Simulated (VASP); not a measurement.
# InSb3 (Pm-3m) in VASP: notebook, part 2 of 2

VASP 6.6.1.

**5. Relaxation of cell and atoms, PBEsol, target pressure 5 GPa, at which the enthalpy is minimised**

This run uses another cell than the first one, of 36.18 Å³/atom, 0.923 times its volume.

Input file INCAR:

```
SYSTEM = InSb3
ALGO     = Normal         ! electronic algorithm
EDIFF    = 1E-7           ! SCF threshold, eV
EDIFFG   = -0.01          ! ionic threshold
ENCUT    = 500            ! plane-wave cutoff, eV
GGA      = PS             ! functional
GGA_COMPAT= .False.      
IBRION   = 2              ! ionic algorithm
ISIF     = 3              ! what is computed and relaxed
ISMEAR   = 0              ! smearing method
LASPH    = .True.         ! aspherical terms in the spheres
LCHARG   = .False.        ! write CHGCAR
LREAL    = .False.        ! projectors in reciprocal space
LWAVE    = .False.        ! write WAVECAR
NELM     = 120            ! most SCF steps
NELMIN   = 4            
NSW      = 80             ! ionic steps
PREC     = Accurate       ! precision mode
PSTRESS  = 50.0         
SIGMA    = 0.01           ! smearing width, eV
```

Input file KPOINTS:

```
k-points
0
Gamma
  4 4 4
  0 0 0
```

Input file POSCAR:

```
InSb3
1.0
    5.2500000000      0.0000000000      0.0000000000
    0.0000000000      5.2500000000      0.0000000000
    0.0000000000      0.0000000000      5.2500000000
In Sb
1 3
Direct
    0.0000000000      0.0000000000      0.0000000000
    0.5000000000      0.0000000000      0.0000000000
    0.0000000000      0.0000000000      0.5000000000
    0.0000000000      0.5000000000      0.0000000000
```

Potentials or basis: VASP PAW PBE potentials, release 64 (In_d, Sb).

Launch:

```bash
> cat potpaw_PBE.64/In_d/POTCAR potpaw_PBE.64/Sb/POTCAR > POTCAR
> mpirun -np 1 vasp_std > vasp.out
```

OUTCAR:

```text
SYSTEM = InSb3
   EDIFF = 1E-7
   EDIFFG = -0.01
   ENCUT = 500
   GGA = PS
   IBRION = 2
   ISIF = 3
   ISMEAR = 0
   LASPH = .True.
   LREAL = .False.
   NELM = 120
   NELMIN = 4
   NSW = 80
   PREC = Accurate
   PSTRESS = 50.0

 ion  position               nearest neighbor table
   1  0.000  0.000  0.000-   2 2.62   3 2.62   4 2.62   3 2.62   4 2.62   2 2.62
   2  0.500  0.000  0.000-   1 2.62   1 2.62   4 3.71   3 3.71   4 3.71   3 3.71   3 3.71   4 3.71
                             3 3.71   4 3.71
   3  0.000  0.000  0.500-   1 2.62   1 2.62   4 3.71   2 3.71   2 3.71   4 3.71   4 3.71   4 3.71
                             2 3.71   2 3.71
   4  0.000  0.500  0.000-   1 2.62   1 2.62   3 3.71   3 3.71   2 3.71   2 3.71   3 3.71   3 3.71
                             2 3.71   2 3.71

  LATTYP: Found a simple cubic cell.
 ALAT       =     5.2500000000

  Lattice vectors:

 A1 = (   5.2500000000,   0.0000000000,   0.0000000000)
 A2 = (   0.0000000000,   5.2500000000,   0.0000000000)
 A3 = (   0.0000000000,   0.0000000000,   5.2500000000)

Analysis of symmetry for initial positions (statically):
=====================================================================
 Subroutine PRICEL returns:
 Original cell was already a primitive cell.

[... 147 lines left out ...]
 NGX is ok and might be reduce to    40
   NGX = 19   NGY = 19   NGZ = 19

--------------------------------------- Ionic step        1  -------------------------------------------

 number of electron      28.0000014 magnetization

 Free energy of the ion-electron system (eV)
  ---------------------------------------------------
  ext. energy  EPLUGINS =         0.00000000
  ---------------------------------------------------
  free energy    TOTEN  =       -11.79295404 eV

  energy without entropy =      -11.79247197  energy(sigma->0) =      -11.79271300

------------------------ aborting loop because EDIFF is reached ----------------------------------------

  FORCE on cell =-STRESS in cart. coord.  units (eV):
  Direction    XX          YY          ZZ          XY          YZ          ZX
  --------------------------------------------------------------------------------------
  -------------------------------------------------------------------------------------
  Total        9.1098096      9.1098096      9.1098096      0.0000000     -0.0000000      0.0000000
  in kB      100.8653439    100.8653439    100.8653439      0.0000000     -0.0000000      0.0000000
  external PRESSURE =      50.8653439 kB  Pullay stress =      50.0000000 kB
[... 107 lines left out ...]
--------------------------------------- Ionic step        4  -------------------------------------------

 number of electron      27.9999991 magnetization

 Free energy of the ion-electron system (eV)
  ---------------------------------------------------
  ext. energy  EPLUGINS =         0.00000000
  ---------------------------------------------------
  free energy    TOTEN  =       -12.35248077 eV

  energy without entropy =      -12.35199870  energy(sigma->0) =      -12.35223974

 E-fermi :   3.7457     XC(G=0):  -8.1898

 val. band max:        3.7426886596   @ k =   0.2500   0.0000   0.0000
 cond. band min:       3.8101737160   @ k =   0.5000   0.2500   0.0000
 fundamental gap:      0.0674850565
 Fermi energy:         3.7457343615

 k-point     1 :       0.0000    0.0000    0.0000
  band No.  band energies     occupation
      1     -11.4304      2.00000
      2     -11.4304      2.00000
      3     -11.1233      2.00000
      4     -11.1233      2.00000
      5     -11.1233      2.00000
      6      -7.6680      2.00000
[... 234 lines left out ...]
  energy  without entropy=      -12.3519987009  energy(sigma->0) =      -12.35223974

  enthalpy is  TOTEN    =        -7.4580349278 eV   P V=        4.8944458428

 reached required accuracy - stopping structural energy minimisation
```

OSZICAR:

```text
N       E                     dE             d eps       ncg     rms          rms(c)
DAV:   1     0.193626878772E+03    0.19363E+03   -0.10889E+04   360   0.132E+03
DAV:   2     0.361591054776E+01   -0.19001E+03   -0.18637E+03   408   0.303E+02
DAV:   3    -0.113886808636E+02   -0.15005E+02   -0.14674E+02   444   0.960E+01
[... 44 lines left out ...]
DAV:   4    -0.123524804369E+02    0.23997E-05   -0.12925E-05   458   0.417E-02    0.144E-02
DAV:   5    -0.123524802434E+02    0.19343E-06   -0.27513E-06   458   0.169E-02    0.266E-03
DAV:   6    -0.123524805948E+02   -0.35132E-06   -0.63979E-07   386   0.123E-02    0.218E-03
DAV:   7    -0.123524808033E+02   -0.20851E-06   -0.17280E-07   258   0.268E-03    0.304E-03
DAV:   8    -0.123524807706E+02    0.32668E-07   -0.13263E-08   180   0.108E-03
   4 F= -.74580349E+01 E0= -.74577939E+01  d E =-.180908E+00
```

It took 2.9 min on 1 thread of Intel Xeon 8259CL, shared host; peak memory 0.25 GiB.

Results:

- Free energy: -12.3525 eV
- Relaxed volume: 39.21 Å³/atom
- Relaxed cell: a = 5.393 Å, b = 5.393 Å, c = 5.393 Å, α = 90.00°, β = 90.00°, γ = 90.00°
- Space group after relaxing (to 0.05 Å): Pm-3m (No. 221)
- Energy change on relaxing (the enthalpy is what falls): -139.9 meV/atom
- Ionic steps: 4
- Pressure after relaxing: 5.0 GPa
- Band gap on the k mesh: zero (band 14 reaches 5.21 eV, above the bottom of band 15 at 3.22 eV)

Step by step:
```
step  energy change (eV)  largest force (eV/Å)  pressure (GPa)  volume (Å³)
   1              0.0000                0.0000           10.09       144.70
   2             -0.8154                0.0000            1.41       170.11
   3             -0.5675                0.0000            4.95       157.09
   4             -0.5595                0.0000            5.04       156.84
```

Final structure:
```
In Sb
1.0
     5.39280    0.00000    0.00000
     0.00000    5.39280    0.00000
     0.00000    0.00000    5.39280
In Sb
1 3
Cartesian
  0.0000 0.0000 0.0000
  2.6964 0.0000 0.0000
  0.0000 0.0000 2.6964
  0.0000 2.6964 0.0000
```

Levels at points of the mesh, in eV from the Fermi level:
```
           k point  band 11  band 12  band 13  band 14  band 15  band 16  band 17  band 18
(0.00, 0.00, 0.00)    -4.26    -1.61     0.37     0.37     0.37     0.87     0.87     0.87
(0.50, 0.00, 0.00)    -3.60    -1.05    -0.62    -0.62    -0.31     0.72     0.72     3.25
(0.50, 0.50, 0.00)    -2.62    -0.63    -0.63    -0.52    -0.52     1.39     2.30     3.92
(0.50, 0.50, 0.50)    -2.49    -2.49     1.46     1.46     2.34     2.34     2.34     3.11
```

Caveat: the cell is relaxed towards a set pressure, so the enthalpy falls and the energy may rise; the PAW data sets were made with another functional, which shifts forces and pressure a little; spin-orbit coupling is left out, which moves the levels of the heavy elements.

**6. Relaxation of cell and atoms, PBEsol, target pressure 10 GPa, at which the enthalpy is minimised**

This run uses another cell than the first one, of 36.18 Å³/atom, 0.923 times its volume.

Input file INCAR:

```
SYSTEM = InSb3
PREC = Accurate ; ENCUT = 500
EDIFF = 1E-7 ; ISMEAR = 0
SIGMA = 0.01 ; LREAL = .FALSE.
LASPH = .TRUE. ; NELM = 120
ALGO = Normal ; ISIF = 3
LWAVE = .FALSE. ; LCHARG = .FALSE.
GGA = PS ; IBRION = 2
NSW = 80 ; EDIFFG = -0.01
PSTRESS = 100.0 ; GGA_COMPAT = .FALSE.
NELMIN = 4
```

Input file KPOINTS:

```
regular mesh
0
G
  4 4 4
  0 0 0
```

POSCAR is that of step 5.

Potentials or basis: VASP PAW PBE potentials, release 64 (In_d, Sb).

Launch:

```bash
> cat potpaw_PBE.64/In_d/POTCAR potpaw_PBE.64/Sb/POTCAR > POTCAR
> mpirun -np 1 vasp_std > vasp.out
```

OUTCAR:

```text
SYSTEM = InSb3
   PREC = Accurate
   ENCUT = 500
   EDIFF = 1E-7
   ISMEAR = 0
   LREAL = .FALSE.
   LASPH = .TRUE.
   NELM = 120
   ISIF = 3
   GGA = PS
   IBRION = 2
   NSW = 80
   EDIFFG = -0.01
   PSTRESS = 100.0
   NELMIN = 4

 ion  position               nearest neighbor table
   1  0.000  0.000  0.000-   2 2.62   3 2.62   4 2.62   3 2.62   4 2.62   2 2.62
   2  0.500  0.000  0.000-   1 2.62   1 2.62   4 3.71   3 3.71   4 3.71   3 3.71   3 3.71   4 3.71
                             3 3.71   4 3.71
   3  0.000  0.000  0.500-   1 2.62   1 2.62   4 3.71   2 3.71   2 3.71   4 3.71   4 3.71   4 3.71
                             2 3.71   2 3.71
   4  0.000  0.500  0.000-   1 2.62   1 2.62   3 3.71   3 3.71   2 3.71   2 3.71   3 3.71   3 3.71
                             2 3.71   2 3.71

  LATTYP: Found a simple cubic cell.
 ALAT       =     5.2500000000

  Lattice vectors:

 A1 = (   5.2500000000,   0.0000000000,   0.0000000000)
 A2 = (   0.0000000000,   5.2500000000,   0.0000000000)
 A3 = (   0.0000000000,   0.0000000000,   5.2500000000)

Analysis of symmetry for initial positions (statically):
=====================================================================
 Subroutine PRICEL returns:
 Original cell was already a primitive cell.

 Routine SETGRP: Setting up the symmetry group for a
 simple cubic supercell.
[... 145 lines left out ...]
 NGX is ok and might be reduce to    40
   NGX = 19   NGY = 19   NGZ = 19

--------------------------------------- Ionic step        1  -------------------------------------------

 number of electron      28.0000014 magnetization

 Free energy of the ion-electron system (eV)
  ---------------------------------------------------
  ext. energy  EPLUGINS =         0.00000000
  ---------------------------------------------------
  free energy    TOTEN  =       -11.79295404 eV

  energy without entropy =      -11.79247197  energy(sigma->0) =      -11.79271300

------------------------ aborting loop because EDIFF is reached ----------------------------------------

  FORCE on cell =-STRESS in cart. coord.  units (eV):
  Direction    XX          YY          ZZ          XY          YZ          ZX
  --------------------------------------------------------------------------------------
  -------------------------------------------------------------------------------------
  Total        9.1098096      9.1098096      9.1098096      0.0000000     -0.0000000      0.0000000
  in kB      100.8653439    100.8653439    100.8653439      0.0000000     -0.0000000      0.0000000
  external PRESSURE =       0.8653439 kB  Pullay stress =     100.0000000 kB
[... 67 lines left out ...]
--------------------------------------- Ionic step        3  -------------------------------------------

 number of electron      28.0000015 magnetization

 Free energy of the ion-electron system (eV)
  ---------------------------------------------------
  ext. energy  EPLUGINS =         0.00000000
  ---------------------------------------------------
  free energy    TOTEN  =       -11.80318867 eV

  energy without entropy =      -11.80270660  energy(sigma->0) =      -11.80294764

 E-fermi :   4.4328     XC(G=0):  -8.5095

 val. band max:        4.4297455999   @ k =   0.2500   0.0000   0.0000
 cond. band min:       4.5303717295   @ k =   0.5000   0.2500   0.0000
 fundamental gap:      0.1006261297
 Fermi energy:         4.4327913018

 k-point     1 :       0.0000    0.0000    0.0000
  band No.  band energies     occupation
      1     -10.9881      2.00000
      2     -10.9881      2.00000
      3     -10.6187      2.00000
      4     -10.6187      2.00000
      5     -10.6187      2.00000
      6      -7.4292      2.00000
[... 234 lines left out ...]
  energy  without entropy=      -11.8027066046  energy(sigma->0) =      -11.80294764

  enthalpy is  TOTEN    =        -2.7613433809 eV   P V=        9.0418452935

 reached required accuracy - stopping structural energy minimisation
```

OSZICAR:

```text
N       E                     dE             d eps       ncg     rms          rms(c)
DAV:   1     0.193626878772E+03    0.19363E+03   -0.10889E+04   360   0.132E+03
DAV:   2     0.361591054776E+01   -0.19001E+03   -0.18637E+03   408   0.303E+02
DAV:   3    -0.113886808636E+02   -0.15005E+02   -0.14674E+02   444   0.960E+01
[... 26 lines left out ...]
DAV:   4    -0.118031882926E+02    0.29604E-05   -0.16273E-05   476   0.496E-02    0.134E-02
DAV:   5    -0.118031880841E+02    0.20850E-06   -0.23654E-06   472   0.188E-02    0.411E-03
DAV:   6    -0.118031885138E+02   -0.42968E-06   -0.91960E-07   436   0.136E-02    0.208E-03
DAV:   7    -0.118031887222E+02   -0.20842E-06   -0.11830E-07   264   0.223E-03    0.189E-03
DAV:   8    -0.118031886743E+02    0.47859E-07   -0.18814E-08   196   0.110E-03
   3 F= -.27613434E+01 E0= -.27611023E+01  d E =-.440999E-04
```

CONTCAR:

```text
InSb3
   1.00000000000000
     5.2519738066479285    0.0000000000000000    0.0000000000000000
     0.0000000000000000    5.2519738066479285   -0.0000000000000000
    -0.0000000000000000   -0.0000000000000000    5.2519738066479285
  In              Sb
     1     3
Direct
     0.0000000000000000    0.0000000000000000    0.0000000000000000
     0.5000000000000000    0.0000000000000000    0.0000000000000000
     0.0000000000000000    0.0000000000000000    0.5000000000000000
     0.0000000000000000    0.5000000000000000    0.0000000000000000

  0.00000000E+00  0.00000000E+00  0.00000000E+00
  0.00000000E+00  0.00000000E+00  0.00000000E+00
  0.00000000E+00  0.00000000E+00  0.00000000E+00
  0.00000000E+00  0.00000000E+00  0.00000000E+00
```

It took 2 min on 1 thread of Intel Xeon 8259CL, shared host; peak memory 0.25 GiB.

What came out:

* Free energy: -11.8032 eV
* Relaxed volume: 36.22 Å³/atom
* Relaxed cell: a = 5.252 Å, b = 5.252 Å, c = 5.252 Å, α = 90.00°, β = 90.00°, γ = 90.00°
* Space group after relaxing (to 0.05 Å): Pm-3m (No. 221)
* Energy change on relaxing (the enthalpy is what falls): -2.6 meV/atom
* Ionic steps: 3
* Pressure after relaxing: 10.0 GPa
* Band gap on the k mesh: zero (band 14 reaches 6.22 eV, above the bottom of band 15 at 3.88 eV)

Step by step:
| step | energy change (eV) | largest force (eV/Å) | pressure (GPa) | volume (Å³) |
| --- | --- | --- | --- | --- |
| 1 | 0.0000 | 0.0000 | 10.09 | 144.70 |
| 2 | -0.0255 | 0.0000 | 9.88 | 145.11 |
| 3 | -0.0102 | 0.0000 | 10.00 | 144.87 |

Final structure:
```cif
data_structure
_symmetry_space_group_name_H-M 'P 1'
_symmetry_Int_Tables_number 1
_cell_length_a 5.2520
_cell_length_b 5.2520
_cell_length_c 5.2520
_cell_angle_alpha 90.000
_cell_angle_beta 90.000
_cell_angle_gamma 90.000
_cell_volume 144.87
loop_
_atom_site_label
_atom_site_type_symbol
_atom_site_fract_x
_atom_site_fract_y
_atom_site_fract_z
_atom_site_occupancy
In1 In 0.00000 0.00000 0.00000 1
Sb1 Sb 0.50000 0.00000 0.00000 1
Sb2 Sb 0.00000 0.00000 0.50000 1
Sb3 Sb 0.00000 0.50000 0.00000 1
```

Levels at points of the mesh, in eV from the Fermi level:
| k point | band 12 | band 13 | band 14 | band 15 | band 16 | band 17 |
| --- | --- | --- | --- | --- | --- | --- |
| (0.00, 0.00, 0.00) | -1.41 | 0.44 | 0.44 | 0.44 | 1.00 | 1.00 |
| (0.50, 0.00, 0.00) | -1.04 | -0.67 | -0.67 | -0.36 | 0.84 | 0.84 |
| (0.50, 0.50, 0.00) | -0.62 | -0.62 | -0.55 | -0.55 | 1.70 | 2.62 |
| (0.50, 0.50, 0.50) | -2.72 | 1.79 | 1.79 | 2.68 | 2.68 | 2.68 |

Caveat: the cell is relaxed towards a set pressure, so the enthalpy falls and the energy may rise; the PAW data sets were made with another functional, which shifts forces and pressure a little; spin-orbit coupling is left out, which moves the levels of the heavy elements.

**7. Relaxation of cell and atoms, PBEsol, target pressure 20 GPa, at which the enthalpy is minimised**

This run uses another cell than the first one, of 36.18 Å³/atom, 0.923 times its volume.

Input file INCAR:

```
SYSTEM = InSb3
PREC     = Accurate       ! precision mode
ENCUT    = 500            ! plane-wave cutoff, eV
EDIFF    = 1E-7           ! SCF threshold, eV
ISMEAR   = 0              ! smearing method
SIGMA    = 0.01           ! smearing width, eV
LREAL    = .False.        ! projectors in reciprocal space
LASPH    = .True.         ! aspherical terms in the spheres
NELM     = 120            ! most SCF steps
ALGO     = Normal         ! electronic algorithm
ISIF     = 3              ! what is computed and relaxed
LWAVE    = .False.        ! write WAVECAR
LCHARG   = .False.        ! write CHGCAR
GGA      = PS             ! functional
IBRION   = 2              ! ionic algorithm
NSW      = 80             ! ionic steps
EDIFFG   = -0.01          ! ionic threshold
PSTRESS  = 200.0        
GGA_COMPAT= .False.      
NELMIN   = 4
```

Input file KPOINTS:

```
regular mesh
0
Gamma
  4 4 4
  0 0 0
```

POSCAR is that of step 6.

Launch:

```bash
> cat potpaw_PBE.64/In_d/POTCAR potpaw_PBE.64/Sb/POTCAR > POTCAR
> mpirun -np 1 vasp_std > vasp.out
```

Run time: 4.7 min. Hardware: 1 thread of Intel Xeon 8259CL, shared host; peak memory 0.26 GiB.

It converged, with:

```yaml
Free_energy: -10.4044 eV
Relaxed_volume: 32.38 Å³/atom
Relaxed_cell: a = 5.060 Å, b = 5.060 Å, c = 5.060 Å, α = 90.00°, β = 90.00°, γ = 90.00°
Space_group_after_relaxing_to_0.05_Å: Pm-3m (No. 221)
Energy_change_on_relaxing_the_enthalpy_is_what_falls: +347.1 meV/atom
Ionic_steps: 7
Pressure_after_relaxing: 20.0 GPa
Band_gap_on_the_k_mesh: zero (band 14 reaches 7.79 eV, above the bottom of band 15 at 4.90 eV)
```

The path:
```
step  energy change (eV)  largest force (eV/Å)  pressure (GPa)  volume (Å³)
   1              0.0000                0.0000           10.09       144.70
   2              7.3600                0.0000           58.06       102.71
   3              1.2748                0.0000           19.22       130.46
   4              1.3668                0.0000           19.85       129.70
   5              1.4029                0.0000           20.10       129.41
   6              1.3620                0.0000           19.82       129.74
   7              1.3886                0.0000           20.00       129.53
```

Final structure:
```xyz
4
Lattice="5.0597 0.0000 0.0000 0.0000 5.0597 0.0000 0.0000 0.0000 5.0597" Properties=species:S:1:pos:R:3 pbc="T T T"
In    0.0000    0.0000    0.0000
Sb    2.5298    0.0000    0.0000
Sb    0.0000    0.0000    2.5298
Sb    0.0000    2.5298    0.0000
```

Levels at points of the mesh, in eV from the Fermi level:
| k point | band 11 | band 12 | band 13 | band 14 | band 15 | band 16 | band 17 | band 18 |
| --- | --- | --- | --- | --- | --- | --- | --- | --- |
| (0.00, 0.00, 0.00) | -5.10 | -1.22 | 0.50 | 0.50 | 0.50 | 1.16 | 1.16 | 1.16 |
| (0.50, 0.00, 0.00) | -3.26 | -1.03 | -0.78 | -0.78 | -0.48 | 0.98 | 0.98 | 3.88 |
| (0.50, 0.50, 0.00) | -3.27 | -0.63 | -0.63 | -0.63 | -0.63 | 2.15 | 3.10 | 4.42 |
| (0.50, 0.50, 0.50) | -3.09 | -3.09 | 2.27 | 2.27 | 2.64 | 3.18 | 3.18 | 3.18 |

Caveat: the cell is relaxed towards a set pressure, so the enthalpy falls and the energy may rise; the PAW data sets were made with another functional, which shifts forces and pressure a little; spin-orbit coupling is left out, which moves the levels of the heavy elements.

**8. Summary**

```tsv
task	cell	gap on the mesh (eV)	pressure (GPa)
single point	a = 5.393 Å, 4 atoms	none	5.0
single point	a = 5.617 Å, 4 atoms	none	0.0
relaxation of cell and atoms	relaxed from a = 5.250 Å, 4 atoms	none	0.0
relaxation of cell and atoms	relaxed to 5 GPa from a = 5.250 Å, 4 atoms	none	5.0
relaxation of cell and atoms	relaxed to 10 GPa from a = 5.250 Å, 4 atoms	none	10.0
relaxation of cell and atoms	relaxed to 20 GPa from a = 5.250 Å, 4 atoms	none	20.0
```

Alike in all rows: level PBEsol; potentials or basis VASP PAW PBE potentials, release 64 (In_d, Sb); no spin polarisation; k mesh 4 × 4 × 4; cutoff (eV) 500; smearing gaussian 0.01 eV.

Caveats: the PAW data sets were made with another functional, which shifts forces and pressure a little; spin-orbit coupling is left out, which moves the levels of the heavy elements; the cell is relaxed towards a set pressure, so the enthalpy falls and the energy may rise (some runs); the volume moved by over 15 % at a fixed basis, so the end points are rough (some runs).

Total energies depend on the potentials used, so only differences within one code and one set of settings carry meaning.
